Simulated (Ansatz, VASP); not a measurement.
# One calculation of YMg2O2, two programs

```
Y Mg O
1.0
    -3.33344    3.33344    2.77293
     3.33344   -3.33344    2.77293
     3.33344    3.33344   -2.77293
Y Mg O
1 2 2
Direct
  0.50000 0.50000 0.00000
  0.50000 0.00000 0.50000
  0.00000 0.50000 0.50000
  0.87505 0.87505 0.00000
  0.12495 0.12495 0.00000
```

Alike in both runs: functional PBE; k mesh 4 × 4 × 4; occupations gaussian, width 0.1 eV; no spin polarisation.

Ansatz relaxed the structure, and its values are those at the end. VASP's run is a single point on that final structure, the one shown.

|  | VASP | Ansatz |
| --- | --- | --- |
| version | VASP 6.6.1 | Ansatz 0.2.0 |
| potentials or method | VASP PAW PBE potentials, release 64 (Y_sv, Mg, O), cutoff 520 eV | scalar-relativistic, plane waves, PAW |
| valence electrons in the cell | 27 | 43 |

|  | VASP | Ansatz | Ansatz less VASP |
| --- | --- | --- | --- |
| gap on the k mesh at the Fermi level (eV) | none | none | - |
| pressure (GPa) | 0.2 | 0.1 | -0.06 |
| rms of the force components (eV/Å) | 0.085 | 0.003 | -0.0826 |

A gap of «none» marks a metal or a gap that the smearing closes. The functional is the same, so the differences come from potentials, cutoffs and numerics. VASP's potentials hold 27 valence electrons a cell and Ansatz's 43, so a difference there can come from the potentials and not from the codes.

The k mesh is coarse, so the values compare programs but aren't converged.
